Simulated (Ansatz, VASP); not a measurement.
**Two plane-wave programs on HfTaTiWN4**

The input INCAR:

```
  PREC = Accurate
  ENCUT = 600
  EDIFF = 1E-7
  ISMEAR = 0
  SIGMA = 0.1
  LREAL = False
  LASPH = True
  NELM = 120
  ALGO = Normal
  ISIF = 3
  LWAVE = False
  LCHARG = False
  GGA = PE
  IBRION = 2
  NSW = 45
  EDIFFG = -0.04
  ISYM = 0
  GGA_COMPAT = False
  NELMIN = 4
  KPAR = 4
```

Contents of KPOINTS:

```
regular mesh
0
Gamma
  4 4 3
```

POSCAR

```
HfTaTiWN4
1.0
   -4.4723170550     -4.4670865911     -0.0265889957
    0.0652827465      4.4283928403      4.3743794069
   -4.3859812233      4.3541617638     -4.3654310768
N Ti Hf Ta W
12 3 3 3 3
Direct
    0.1750711065      0.3303590945      0.8328146685
    0.6617189198      0.3182030392      0.8344757411
    0.5240355335      0.5003091420      0.5036578376
    0.9719462091      0.5074126340      0.5078678690
    0.3424529736      0.6671018108      0.1577688587
    0.8327445210      0.6640385977      0.1694988515
    0.1899724124      0.8389867986      0.8292908233
    0.6399134385      0.8379030186      0.8319038134
    0.4998077013      0.9994568985      0.4977770486
    0.9961616940      0.9902972808      0.5006385482
    0.3172675781      0.1789762983      0.1604873882
    0.8467990035      0.1571236787      0.1729311909
    0.5054031839      0.0201669991      0.0163932952
    0.3351312584      0.1707954058      0.6770174162
    0.6471269923      0.8095036916      0.3207176960
    0.8348311481      0.1638941528      0.6545450225
    0.0069331180      0.4990801834      0.9981391143
    0.1653695951      0.8302389378      0.3381901775
    0.9814796319      0.9778276844      0.9886833501
    0.6573180066      0.3180664118      0.3209207808
    0.3287224102      0.6540902272      0.6472443571
    0.1768027700      0.3575948026      0.3532741715
    0.5222120723      0.5140640113      0.9888917028
    0.8314247244      0.6757430368      0.7010369616
```

Input for Ansatz:

```yaml
crystal:
  lattice:
    - [-4.472317055, -4.4670865911, -0.0265889957]
    - [0.0652827465, 4.4283928403, 4.3743794069]
    - [-4.3859812233, 4.3541617638, -4.3654310768]
  atoms:
    - { symbol: "N", position: [0.1750711065, 0.3303590945, 0.8328146685] }
    - { symbol: "N", position: [0.6617189198, 0.3182030392, 0.8344757411] }
    - { symbol: "N", position: [0.5240355335, 0.500309142, 0.5036578376] }
    - { symbol: "N", position: [0.9719462091, 0.507412634, 0.507867869] }
    - { symbol: "N", position: [0.3424529736, 0.6671018108, 0.1577688587] }
    - { symbol: "N", position: [0.832744521, 0.6640385977, 0.1694988515] }
    - { symbol: "N", position: [0.1899724124, 0.8389867986, 0.8292908233] }
    - { symbol: "N", position: [0.6399134385, 0.8379030186, 0.8319038134] }
    - { symbol: "N", position: [0.4998077013, 0.9994568985, 0.4977770486] }
    - { symbol: "N", position: [0.996161694, 0.9902972808, 0.5006385482] }
    - { symbol: "N", position: [0.3172675781, 0.1789762983, 0.1604873882] }
    - { symbol: "N", position: [0.8467990035, 0.1571236787, 0.1729311909] }
    - { symbol: Ti, position: [0.5054031839, 0.0201669991, 0.0163932952] }
    - { symbol: Ti, position: [0.3351312584, 0.1707954058, 0.6770174162] }
    - { symbol: Ti, position: [0.6471269923, 0.8095036916, 0.320717696] }
    - { symbol: Hf, position: [0.8348311481, 0.1638941528, 0.6545450225] }
    - { symbol: Hf, position: [0.006933118, 0.4990801834, 0.9981391143] }
    - { symbol: Hf, position: [0.1653695951, 0.8302389378, 0.3381901775] }
    - { symbol: Ta, position: [0.9814796319, 0.9778276844, 0.9886833501] }
    - { symbol: Ta, position: [0.6573180066, 0.3180664118, 0.3209207808] }
    - { symbol: Ta, position: [0.3287224102, 0.6540902272, 0.6472443571] }
    - { symbol: W, position: [0.17680277, 0.3575948026, 0.3532741715] }
    - { symbol: W, position: [0.5222120723, 0.5140640113, 0.9888917028] }
    - { symbol: W, position: [0.8314247244, 0.6757430368, 0.7010369616] }
  symmetry: { detect: false }
basis:
  ecutwfc: 420
kpoints:
  mp_grid: { grid: [4, 4, 3] }
hamiltonian:
  xc: pbe
scf:
  occupations: { method: gaussian, width: 0.1 }
  lower_state_search: "off"
output:
  forces: true
  stress: true
  eigenvalues: true
relax:
  adjacent_minimum: "off"
  f_tol: 0.04
  max_steps: 25
  cell: { stress_tol: 0.3 }
```

Alike in both runs: task relaxation of cell and atoms; functional PBE; k mesh 4 × 4 × 3; occupations gaussian, width 0.1 eV; no spin polarisation.

|  | VASP | Ansatz |
| --- | --- | --- |
| version | VASP 6.6.1 | Ansatz 0.2.0 |
| potentials or method | VASP PAW PBE potentials, release 64 (N, Ti_sv, Hf_pv, Ta_pv, W_sv), cutoff 600 eV | scalar-relativistic, plane waves, PAW |
| valence electrons in the cell | 201 | 255 |

Ansatz gave:

| Item | Value |
| --- | --- |
| gap on the k mesh at the Fermi level, each at its own relaxed structure (eV) | none |
| relaxed volume (Å³/atom) | 10.63 |
| relaxed length of the cell vector where the two differ most in proportion (Å) | 6.283 |

Q: What did VASP give for the same quantities?

A: gap on the k mesh at the Fermi level, each at its own relaxed structure (eV): none; relaxed volume (Å³/atom): 10.62; relaxed length of the cell vector where the two differ most in proportion (Å): 6.277.

A gap of «none» marks a metal or a gap that the smearing closes. VASP's potentials hold 201 valence electrons a cell and Ansatz's 255, so a difference there can come from the potentials and not from the codes.

Neither program's run includes spin-orbit coupling.
